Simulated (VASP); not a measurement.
Set up this calculation in VASP 6.6.1, as the native input.

```
Task                   : single point
Functional             : LDA
Potentials or basis    : VASP PAW LDA potentials, release 64 (Ga_d, P)
Cutoff                 : 520 eV
k mesh                 : 6 × 6 × 6
Occupations            : fermi-dirac, width 0.05 eV
Spin                   : no spin polarisation
Dipole correction      : no
Further INCAR settings : ALGO = Normal; EDIFF = 1e-06; NBANDS = 16
```

The structure of GaP lies in POSCAR:

```
GaP
1.0
    0.0000000000      2.6505476987      2.6505476987
    2.6505476987      0.0000000000      2.6505476987
    2.6505476987      2.6505476987      0.0000000000
Ga P
1 1
Direct
    0.0000000000      0.0000000000      0.0000000000
    0.2500000000      0.2500000000      0.2500000000
```

The input as run:

INCAR

```
  PREC = Accurate
  ENCUT = 520
  EDIFF = 1E-6
  ISMEAR = -1
  SIGMA = 0.05
  LREAL = False
  LASPH = True
  NELM = 100
  ALGO = Normal
  ISIF = 2
  LWAVE = False
  LCHARG = False
  GGA = CA
  NBANDS = 16
```

KPOINTS

```
regular mesh
0
Gamma
  6 6 6
```

Potentials or basis: VASP PAW LDA potentials, release 64 (Ga_d, P).

Run with:

```bash
$ cat potpaw_LDA.64/Ga_d/POTCAR potpaw_LDA.64/P/POTCAR > POTCAR
$ mpirun -np 1 vasp_std > vasp.out
```

It gave:

The pressure is 5.2 GPa and the band gap on the k mesh is 1.31 eV, indirect (least direct gap 2.34 eV).

Run time: 5.3 s on 1 thread of Intel(R) Xeon(R) Platinum 8488C (Sapphire Rapids) (shared host), peak memory 0.13 GiB.
